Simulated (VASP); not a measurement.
A run of VASP 6.6.1 is set up as follows.

Contents of INCAR:

```
PREC = Accurate
ENCUT = 520
EDIFF = 1E-6
ISMEAR = 0
SIGMA = 0.05
LREAL = False
LASPH = True
NELM = 80
ALGO = Normal
ISIF = 2
LWAVE = False
LCHARG = False
GGA = CA
NBANDS = 17
```

File KPOINTS:

```
Automatic mesh
0
Gamma
  8 8 8
```

The input POSCAR:

```
SnSe
1.0
    0.0000000000      3.0100000000      3.0100000000
    3.0100000000      0.0000000000      3.0100000000
    3.0100000000      3.0100000000      0.0000000000
Sn Se
1 1
Direct
    0.0000000000      0.0000000000      0.0000000000
    0.5498338870      0.5498338870      0.4501661130
```

Potentials or basis: VASP PAW LDA potentials, release 64 (Sn_d, Se).

Launch:

```bash
$ cat potpaw_LDA.64/Sn_d/POTCAR potpaw_LDA.64/Se/POTCAR > POTCAR
$ mpirun -np 1 vasp_std > vasp.out
```

(1) Estimate the pressure.

(2) Predict the band gap on the k mesh.

(3) Predict the largest force.

Answers

(1) -1.8 GPa.

(2) 0.89 eV, indirect (least direct gap 0.90 eV).

(3) 0.299 eV/Å.

Caveat: the cell differs from its parent crystal (all Se atoms moved -0.300 Å, as atom 2 towards its neighbour atom 1 (Sn) at 3.010 Å); spin-orbit coupling is left out, which moves the levels of the heavy elements.
